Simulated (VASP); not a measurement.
# SrO (Cmmm) in VASP: further runs

Runs on SrO. Level: PBE. Tasks: relaxation of cell and atoms, single point.

All numbers are computed with VASP 6.6.1; they aren't measurements. Logs are shortened: lines on timing, memory, paths and dates and some standing lists are left out, and cuts for length are marked.

## Step 1: The cell of the first run

Symmetry: Cmmm, No. 65, orthorhombic system. The conventional cell has a = 8.952 Å, b = 8.952 Å, c = 4.115 Å, α = 90.00°, β = 90.00°, γ = 90.00°. Within 3.6 Å of Sr (site symmetry mmm) lie 2 O at 2.73 Å. Within 3.6 Å of Sr (site symmetry mmm) lie 4 O at 2.70 Å. Within 3.6 Å of O (site symmetry 2mm) lie 3 Sr at 2.70 to 2.73 Å and 1 O at 3.49 Å.

## Step 2: Relaxation of cell and atoms, PBE (atoms taken out)

Input file INCAR:

```
PREC = Accurate ; ENCUT = 600
EDIFF = 1E-6 ; ISMEAR = 0
SIGMA = 0.1 ; LREAL = F
LASPH = T ; NELM = 100
ALGO = Normal ; ISIF = 3
LWAVE = F ; LCHARG = F
GGA = PE ; IBRION = 2
NSW = 90 ; EDIFFG = -0.04
```

Input file KPOINTS:

```
regular mesh
0
Gamma
  4 4 4
```

Input file POSCAR:

```
SrO
1.0
    4.4761349600     -4.4761349600      0.0000000000
    4.4761349600      4.4761349600      0.0000000000
    0.0000000000      0.0000000000      4.1146370000
Sr O
2 2
Direct
    0.0000000000      0.0000000000      0.0000000000
    0.5000000000      0.5000000000      0.5000000000
    0.6950000000      0.3050000000      0.0000000000
    0.3050000000      0.6950000000      0.0000000000
```

Potentials or basis: VASP PAW PBE potentials, release 64 (Sr_sv, O).

Launch:

```
$ cat potpaw_PBE.64/Sr_sv/POTCAR potpaw_PBE.64/O/POTCAR > POTCAR
$ mpirun -np 1 vasp_std > vasp.out
```

OUTCAR:

```text
PREC = Accurate
   ENCUT = 600
   EDIFF = 1E-6
   ISMEAR = 0
   LREAL = F
   LASPH = T
   NELM = 100
   ISIF = 3
   GGA = PE
   IBRION = 2
   NSW = 90
   EDIFFG = -0.04

 ion  position               nearest neighbor table
   1  0.000  0.000  0.000-   3 2.73   4 2.73   2 4.93   2 4.93   2 4.93   2 4.93   2 4.93   2 4.93
                             2 4.93   2 4.93
   2  0.500  0.500  0.500-   3 2.70   4 2.70   3 2.70   4 2.70   1 4.93   1 4.93   1 4.93   1 4.93
                             1 4.93   1 4.93   1 4.93   1 4.93
   3  0.695  0.305  0.000-   2 2.70   2 2.70   1 2.73
   4  0.305  0.695  0.000-   2 2.70   2 2.70   1 2.73

  LATTYP: Found a simple tetragonal cell.
 ALAT       =     6.3302107674
 C/A-ratio  =     0.6500000002

  Lattice vectors:

 A1 = (   4.4761349600,  -4.4761349600,   0.0000000000)
 A2 = (   4.4761349600,   4.4761349600,   0.0000000000)
 A3 = (   0.0000000000,   0.0000000000,   4.1146370000)

Analysis of symmetry for initial positions (statically):
=====================================================================
 Subroutine PRICEL returns:
 Original cell was already a primitive cell.

 Routine SETGRP: Setting up the symmetry group for a
 simple tetragonal supercell.

 Subroutine GETGRP returns: Found  8 space group operations
 (whereof  8 operations were pure point group operations)
 out of a pool of 16 trial point group operations.

The static configuration has the point symmetry D_2h.

Analysis of symmetry for dynamics (positions and initial velocities):
=====================================================================
 Subroutine PRICEL returns:
 Original cell was already a primitive cell.

 Routine SETGRP: Setting up the symmetry group for a
 simple tetragonal supercell.

 Subroutine GETGRP returns: Found  8 space group operations
 (whereof  8 operations were pure point group operations)
 out of a pool of 16 trial point group operations.

The dynamic configuration has the point symmetry D_2h.

 Subroutine INISYM returns: Found  8 space group operations
 (whereof  8 operations are pure point group operations),
 and found     1 'primitive' translations

----------------------------------------------------------------------------------------

                                     Primitive cell

  volume of cell :     164.8800

  direct lattice vectors                    reciprocal lattice vectors
     4.476134960 -4.476134960  0.000000000     0.111703513 -0.111703513  0.000000000
     4.476134960  4.476134960  0.000000000     0.111703513  0.111703513  0.000000000
     0.000000000  0.000000000  4.114637000     0.000000000  0.000000000  0.243034805

  length of vectors
     6.330210767  6.330210767  4.114637000     0.157972623  0.157972623  0.243034805

  position of ions in fractional coordinates (direct lattice)
     0.000000000  0.000000000  0.000000000
     0.500000000  0.500000000  0.500000000
     0.695000000  0.305000000  0.000000000
     0.305000000  0.695000000  0.000000000

  ion indices of the primitive-cell ions
   primitive index   ion index
                 1           1
                 2           2
                 3           3
                 4           4

----------------------------------------------------------------------------------------

 KPOINTS: regular mesh

Automatic generation of k-mesh.
 Grid dimensions read from file:
 generate k-points for:    4    4    4

 Generating k-lattice:

  Cartesian coordinates                     Fractional coordinates (reciprocal lattice)
     0.027925878 -0.027925878  0.000000000     0.250000000  0.000000000  0.000000000
     0.027925878  0.027925878  0.000000000     0.000000000  0.250000000  0.000000000
     0.000000000  0.000000000  0.060758701     0.000000000  0.000000000  0.250000000

  Length of vectors
     0.039493156  0.039493156  0.060758701

  Shift w.r.t. Gamma in fractional coordinates (k-lattice)
     0.000000000  0.000000000  0.000000000

 Subroutine IBZKPT returns following result:
 ===========================================

 Found     21 irreducible k-points:

 Following reciprocal coordinates:
            Coordinates               Weight
  0.000000  0.000000  0.000000      1.000000
  0.250000  0.000000  0.000000      4.000000
  0.500000  0.000000  0.000000      2.000000
  0.250000  0.250000  0.000000      2.000000
 -0.250000  0.250000  0.000000      2.000000
  0.500000  0.250000  0.000000      4.000000
[... 13 lines left out ...]
  0.500000  0.250000  0.500000      4.000000
  0.500000  0.500000  0.500000      1.000000
   k-points           NKPTS =     21   k-points in BZ     NKDIM =     21   number of bands    NBANDS=     20
   number of dos      NEDOS =    301   number of ions     NIONS =      4
   total plane-waves  NPLWV = 104976
   dimension x,y,z NGX =    54 NGY =   54 NGZ =   36
   dimension x,y,z NGXF=   108 NGYF=  108 NGZF=   72
   ions per type =               2   2
   NGX,Y,Z   is equivalent  to a cutoff of  14.18, 14.18, 14.55 a.u.
   NGXF,Y,Z  is equivalent  to a cutoff of  28.36, 28.36, 29.09 a.u.
 SYSTEM =  unknown system
   PREC   = accura    normal or accurate (medium, high low for compatibility)
   ISTART =      0    job   : 0-new  1-cont  2-samecut
   ICHARG =      2    charge: 1-file 2-atom 10-const
   ISPIN  =      1    spin polarized calculation?
   LNONCOLLINEAR =      F non collinear calculations
   LSORBIT =      F    spin-orbit coupling
   LASPH  =      T    aspherical Exc in radial PAW
   ENCUT  =  600.0 eV  44.10 Ry    6.64 a.u.  12.64 12.64  8.22*2*pi/ulx,y,z
   NELM   =    100;   NELMIN=  2; NELMDL= -5     # of ELM steps
   EDIFF  = 0.1E-05   stopping-criterion for ELM
   LREAL  =      F    real-space projection
   EDIFFG = -.4E-01   stopping-criterion for IOM
   NSW    =     90    number of steps for IOM
   IBRION =      2    ionic relax: 0-MD 1-quasi-New 2-CG
   NFREE  =      1    steps in history (QN), initial steepest desc. (CG)
   ISIF   =      3    stress and relaxation
   ISYM   =      2    0-nonsym 1-usesym 2-fastsym
   POTIM  = 0.5000    time-step for ionic-motion
   TEBEG  =    0.0;   TEEND  =   0.0 temperature during run
   PSTRESS=    0.0 pullay stress
   NELECT =      32.0000    total number of electrons
   NUPDOWN=      -1.0000    fix difference up-down
   EMIN   =  10.00;   EMAX   =-10.00  energy-range for DOS
   EFERMI =   0.00;   METHOD = LEGACY
   ISMEAR =     0;   SIGMA  =   0.10  broadening in eV -4-tet -1-fermi 0-gaus
   EFERMI_NEDOS =   21; number of points for ismear=-14 and -15
   IALGO  =     38    algorithm
   IMIX   =      4    mixing-type and parameters
     AMIX     =   0.40;   BMIX     =  1.00
     AMIX_MAG =   1.60;   BMIX_MAG =  1.00
  volume/ion in A,a.u.               =      41.22       278.17
  Fermi-wavevector in a.u.,A,eV,Ry     =   0.947841  1.791160 12.223511  0.898403
  Thomas-Fermi vector in A             =   2.075973
   LORBIT       =      0    0 simple, 1 ext, 2 COOP (PROOUT), +10 PAW based schemes
   GGA     = PE    functional components
   LHFCALC =     F    Hartree Fock is set to
   AEXX    =    0.0000 exact exchange contribution
   IVDW    =     0    specifies the selected vdW correction
   LEPSILON=     F    determine dielectric tensor
   LRPA    =     F    only Hartree local field effects (RPA)
 conjugate gradient relaxation of ions
 non-spin polarized calculation
 Gauss-broadening in eV      SIGMA  =   0.10
  energy-cutoff  :      600.00
  volume of cell :      164.88
 maximum number of plane-waves:      5528
 NGX is ok and might be reduce to    54
   NGX = 25   NGY = 25   NGZ = 17

--------------------------------------- Ionic step        1  -------------------------------------------

 number of electron      32.0000003 magnetization

 Free energy of the ion-electron system (eV)
  ---------------------------------------------------
  ext. energy  EPLUGINS =         0.00000000
  ---------------------------------------------------
  free energy    TOTEN  =       -18.46736827 eV

  energy without entropy =      -18.44938437  energy(sigma->0) =      -18.45837632

 E-fermi :  -0.7969     XC(G=0):  -6.3557

 val. band max:       -0.8361758512   @ k =   0.5000   0.5000   0.5000
 cond. band min:      -0.7810752005   @ k =  -0.2500   0.2500   0.0000
 fundamental gap:      0.0551006507
 Fermi energy:        -0.7969319407

 k-point     1 :       0.0000    0.0000    0.0000
  band No.  band energies     occupation
      1     -37.1730      2.00000
      2     -35.0018      2.00000
      3     -19.2793      2.00000
      4     -19.2790      2.00000
      5     -18.7646      2.00000
      6     -17.3081      2.00000
[... 12 lines left out ...]
     19       2.1917      0.00000
     20       2.9758      0.00000

 k-point     2 :       0.2500    0.0000    0.0000
  band No.  band energies     occupation
      1     -37.1730      2.00000
      2     -35.0018      2.00000
      3     -19.2794      2.00000
      4     -19.2790      2.00000
      5     -18.7636      2.00000
      6     -17.3084      2.00000
[... 12 lines left out ...]
     19       1.9079      0.00000
     20       2.9760      0.00000
[... 706 lines left out ...]
  FORCE on cell =-STRESS in cart. coord.  units (eV):
  Direction    XX          YY          ZZ          XY          YZ          ZX
  --------------------------------------------------------------------------------------
  -------------------------------------------------------------------------------------
  Total       -0.0536005     -0.2096638      0.2403601     -0.0000000      0.0000000      0.0000000
  in kB       -0.6724309     -2.6302806      3.0153723     -0.0000000      0.0000000      0.0000000
  external PRESSURE =      -0.0957797 kB  Pullay stress =       0.0000000 kB

 VOLUME and BASIS-vectors are now :
 -----------------------------------------------------------------------------
  energy-cutoff  :      600.00
  volume of cell :      127.71
      direct lattice vectors                 reciprocal lattice vectors
     4.430814074 -3.807294725  0.000000000     0.112846080 -0.131326844  0.000000000
     4.430814074  3.807294725  0.000000000     0.112846080  0.131326844  0.000000000
     0.000000000  0.000000000  3.785314480     0.000000000  0.000000000  0.264178843

 POSITION                                       TOTAL-FORCE (eV/Angst)
 -----------------------------------------------------------------------------------
      0.00000     -0.00000      0.00000         0.000000      0.000000      0.000000
      4.43081      0.00000      1.89266         0.000000      0.000000      0.000000
      4.43081     -1.54961      0.00000         0.000000     -0.135905      0.000000
      4.43081      1.54961      0.00000         0.000000      0.135905     -0.000000
 -----------------------------------------------------------------------------------
    total drift:                                0.000000      0.000000      0.000000

  FREE ENERGIE OF THE ION-ELECTRON SYSTEM (eV)
  ---------------------------------------------------
  free  energy   TOTEN  =       -20.5183011236 eV

  energy  without entropy=      -20.5053232242  energy(sigma->0) =      -20.51181217

--------------------------------------- Ionic step        9  -------------------------------------------

 number of electron      32.0000000 magnetization

 Free energy of the ion-electron system (eV)
  ---------------------------------------------------
  ext. energy  EPLUGINS =         0.00000000
  ---------------------------------------------------
  free energy    TOTEN  =       -20.51944240 eV

  energy without entropy =      -20.50658310  energy(sigma->0) =      -20.51301275

 E-fermi :   0.2077     XC(G=0):  -6.9707

 val. band max:        0.1936848464   @ k =   0.2500   0.2500   0.0000
 cond. band min:       0.2145130387   @ k =   0.2500   0.0000   0.0000
 fundamental gap:      0.0208281923
 Fermi energy:         0.2077055475

 k-point     1 :       0.0000    0.0000    0.0000
  band No.  band energies     occupation
      1     -34.7152      2.00000
      2     -33.1327      2.00000
      3     -17.5142      2.00000
      4     -16.9763      2.00000
      5     -16.9253      2.00000
      6     -15.5539      2.00000
[... 12 lines left out ...]
     19       3.9723      0.00000
     20       4.7735      0.00000

 k-point     2 :       0.2500    0.0000    0.0000
  band No.  band energies     occupation
      1     -34.7152      2.00000
      2     -33.1327      2.00000
      3     -17.4513      2.00000
      4     -16.9771      2.00000
      5     -16.9251      2.00000
      6     -16.0493      2.00000
[... 12 lines left out ...]
     19       3.4482      0.00000
     20       4.8979      0.00000
[... 440 lines left out ...]
  FORCE on cell =-STRESS in cart. coord.  units (eV):
  Direction    XX          YY          ZZ          XY          YZ          ZX
  --------------------------------------------------------------------------------------
  -------------------------------------------------------------------------------------
  Total       -0.0439356      0.0377944     -0.1202335      0.0000000      0.0000000      0.0000000
  in kB       -0.5502292      0.4733196     -1.5057476      0.0000000      0.0000000      0.0000000
  external PRESSURE =      -0.5275524 kB  Pullay stress =       0.0000000 kB

 VOLUME and BASIS-vectors are now :
 -----------------------------------------------------------------------------
  energy-cutoff  :      600.00
  volume of cell :      127.93
      direct lattice vectors                 reciprocal lattice vectors
     4.426787792 -3.805757715  0.000000000     0.112948717 -0.131379882  0.000000000
     4.426787792  3.805757715  0.000000000     0.112948717  0.131379882  0.000000000
     0.000000000  0.000000000  3.796854354     0.000000000  0.000000000  0.263375918

 POSITION                                       TOTAL-FORCE (eV/Angst)
 -----------------------------------------------------------------------------------
      0.00000     -0.00000      0.00000         0.000000      0.000000     -0.000000
      4.42679      0.00000      1.89843        -0.000000      0.000000     -0.000000
      4.42679     -1.55722      3.79685        -0.000000      0.030854      0.000000
      4.42679      1.55722      0.00000        -0.000000     -0.030854     -0.000000
 -----------------------------------------------------------------------------------
    total drift:                               -0.000000     -0.000000     -0.000000

  FREE ENERGIE OF THE ION-ELECTRON SYSTEM (eV)
  ---------------------------------------------------
  free  energy   TOTEN  =       -20.5194424003 eV

  energy  without entropy=      -20.5065830987  energy(sigma->0) =      -20.51301275

 reached required accuracy - stopping structural energy minimisation
```

Run time: 6.3 min. Hardware: 1 thread of Intel Xeon Platinum 8559C (Emerald Rapids), shared host; peak memory 0.36 GiB.

Results:

```yaml
Free_energy: -20.5194 eV
Relaxed_volume: 31.98 Å³/atom
Relaxed_cell: a = 5.838 Å, b = 5.838 Å, c = 3.797 Å, α = 90.00°, β = 90.00°, γ = 81.37°
Space_group_after_relaxing_to_0.1_Å: Cmmm (No. 65)
Energy_gained_by_relaxing: 513.0 meV/atom
Ionic_steps: 9
Pressure_after_relaxing: -0.1 GPa
Largest_force_after_relaxing: 0.031 eV/Å
Band_gap_on_the_k_mesh: zero (filled and empty bands touch)
```

Forces in eV/Å, atoms in the order of the input:
```
Sr   0.000  0.000  0.000
Sr   0.000  0.000  0.000
O    0.000  0.031  0.000
O    0.000 -0.031  0.000
```

The path:
```
step  energy change (eV)  largest force (eV/Å)  pressure (GPa)  volume (Å³)
   1              0.0000                0.6029           -7.31       164.88
   2             -1.7554                0.4880            4.55       122.32
   3             -2.0050                0.4359           -0.44       130.72
   4             -2.0038                0.3864           -0.13       130.06
   5             -2.0319                0.2451            0.37       128.13
   6             -2.0409                0.1119            0.86       126.33
   7             -2.0429                0.1530           -0.74       128.95
   8             -2.0509                0.1359           -0.01       127.71
   9             -2.0521                0.0309           -0.05       127.93
```

Final structure:
```
Sr O
1.0
     4.42679   -3.80576    0.00000
     4.42679    3.80576    0.00000
     0.00000    0.00000    3.79685
Sr O
2 2
Direct
  0.00000 0.00000 0.00000
  0.50000 0.50000 0.50000
  0.70459 0.29541 0.00000
  0.29541 0.70459 0.00000
```

Levels at points of the mesh, in eV from the Fermi level:
```csv
k point,band 14,band 15,band 16,band 17,band 18,band 19
"(0.00, 0.00, 0.00)",-0.88,-0.51,-0.43,-0.01,2.14,3.76
"(0.50, 0.00, 0.00)",-1.30,-1.19,-0.74,0.38,1.88,2.90
"(0.50, 0.50, 0.00)",-1.14,-0.48,-0.02,0.44,2.63,2.93
"(0.00, 0.00, 0.50)",-1.23,-1.08,-0.36,2.52,2.53,2.81
"(0.50, 0.00, 0.50)",-0.96,-0.79,-0.37,1.82,3.34,3.47
"(0.50, 0.50, 0.50)",-1.39,-0.88,-0.35,1.80,3.58,3.87
```

Caveat: the k points lie up to 0.41 Å⁻¹ apart in the final cell; the cell differs from its parent crystal (atoms taken out); the volume moved by over 15 % at a fixed basis, so the end points are rough; semilocal functionals underestimate gaps, and a narrow one can read as zero.

(Continued in part 2 of 2.)

The gap in the log of VASP goes by the Fermi energy; the results here count the filled bands.